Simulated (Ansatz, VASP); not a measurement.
**Two plane-wave programs on FePtRh**

INCAR

```
SYSTEM = FePtRh
  PREC = Accurate
  ENCUT = 600
  EDIFF = 1E-7
  ISMEAR = 0
  SIGMA = 0.0112
  LREAL = .False.
  LASPH = .True.
  NELM = 60
  ALGO = Normal
  ISIF = 3
  LWAVE = .False.
  LCHARG = .False.
  IBRION = 2
  NSW = 60
  EDIFFG = -0.01
```

The input KPOINTS:

```
regular mesh
0
Gamma
  5 5 3
  0 0 0
```

POSCAR

```
FePtRh
1.0
    3.4362580000      0.0000000000      0.0000000000
    0.0000000000      3.4362580000      0.0000000000
    0.0000000000      0.0000000000      5.9385090000
Pt Rh Fe
2 2 2
Direct
    0.0000000000      0.0000000000      0.0000000000
    0.5000000000      0.5000000000      0.0000000000
    0.0000000000      0.5000000000      0.7500000000
    0.5000000000      0.0000000000      0.2500000000
    0.0000000000      0.5000000000      0.3570000000
    0.5000000000      0.0000000000      0.6430000000
```

Input for Ansatz:

```yaml
crystal:
  lattice:
    - [3.436258, 0.0, 0.0]
    - [0.0, 3.436258, 0.0]
    - [0.0, 0.0, 5.938509]
  atoms:
    - { symbol: Pt, position: [0.0, 0.0, 0.0] }
    - { symbol: Pt, position: [0.5, 0.5, 0.0] }
    - { symbol: Rh, position: [0.0, 0.5, 0.75] }
    - { symbol: Rh, position: [0.5, 0.0, 0.25] }
    - { symbol: Fe, position: [0.0, 0.5, 0.357] }
    - { symbol: Fe, position: [0.5, 0.0, 0.643] }
  symmetry: { tolerance: 0.0003 }
kpoints:
  mp_grid: { grid: [5, 5, 3], shift: [0, 0, 0] }
magnetization:
  spin_polarized: false
scf:
  occupations: { method: gaussian, width: 0.0112 }
hamiltonian:
  pseudopotentials: { kind: paw }
  xc: lda
basis:
  ecutwfc: 420
output:
  forces: true
  stress: true
  eigenvalues: true
  write_density: true
  write_potential: true
  elf: true
  volumetric_format: npy
relax:
  max_steps: 40
  cell: {}
```

Alike in both runs: task relaxation of cell and atoms; functional LDA; k mesh 5 × 5 × 3; occupations gaussian, width 0.0112 eV; no spin polarisation.

```csv
,VASP,Ansatz
version,VASP 6.6.1,Ansatz 0.2.0
potentials or method,"VASP PAW LDA potentials, release 64 (Pt, Rh_pv, Fe), cutoff 600 eV",PAW plane waves
valence electrons in the cell,66,102
```

```tsv
	VASP	Ansatz	Ansatz less VASP
gap on the k mesh at the Fermi level, each at its own relaxed structure (eV)	none	none	-
relaxed volume (Å³/atom)	13.44	13.42	-0.025
relaxed length of the cell vector where the two differ most in proportion (Å)	5.990	5.986	-0.0040
```

LDA's correlation is that of Perdew and Zunger in VASP and of Perdew and Wang (1992) in Ansatz. A gap of «none» marks a metal or a gap that the smearing closes. VASP's potentials hold 66 valence electrons a cell and Ansatz's 102, so a difference there can come from the potentials and not from the codes.

The k mesh is coarse, so the values compare programs but aren't converged. Spin-orbit coupling is off throughout. Noted on VASP's run: the volume moved by over 15 % at a fixed basis, so the end points are rough.
